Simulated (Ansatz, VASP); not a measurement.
ZnCu: VASP and Ansatz over several settings

```xyz
2
Lattice="2.9252 0.0000 0.0000 0.0000 2.9252 0.0000 0.0000 0.0000 2.9252" Properties=species:S:1:pos:R:3 pbc="T T T"
Zn    1.4626    1.4626    1.4626
Cu    0.0000    0.0000    0.0000
```

Single points on this cell with VASP 6.6.1 and Ansatz 0.2.0. Each row is one pair of runs. Alike in all rows: spin: off; k mesh: 9 × 9 × 9; smearing: fermi-dirac, width 0.05 eV.

| level | VASP's potentials, cutoff | Ansatz's potentials, cutoff | gap on the k mesh at the Fermi level (eV), VASP | gap on the k mesh at the Fermi level (eV), Ansatz | pressure (GPa), VASP | pressure (GPa), Ansatz |
| --- | --- | --- | --- | --- | --- | --- |
| LDA | VASP PAW LDA potentials, release 64 (Zn, Cu), 600 eV | Ansatz PAW, 420 eV | none | ? | -6.6 | ? |
| r2SCAN | VASP PAW PBE potentials, release 64 (Zn, Cu), 660 eV | Ansatz PAW, 500 eV | none | none | -0.1 | -0.6 |
| PBEsol | VASP PAW PBE potentials, release 64 (Zn, Cu), 520 eV | Ansatz PAW, 420 eV | none | none | -1.4 | -2.0 |

Question: Fill in what Ansatz gave in row 1.

Answer: gap on the k mesh at the Fermi level (eV): none; pressure (GPa): -7.4.

VASP's potentials hold 23 valence electrons a cell and Ansatz's 31, so a difference there can come from the potentials and not from the codes.

A gap of «none» marks a metal or a gap that the smearing closes.
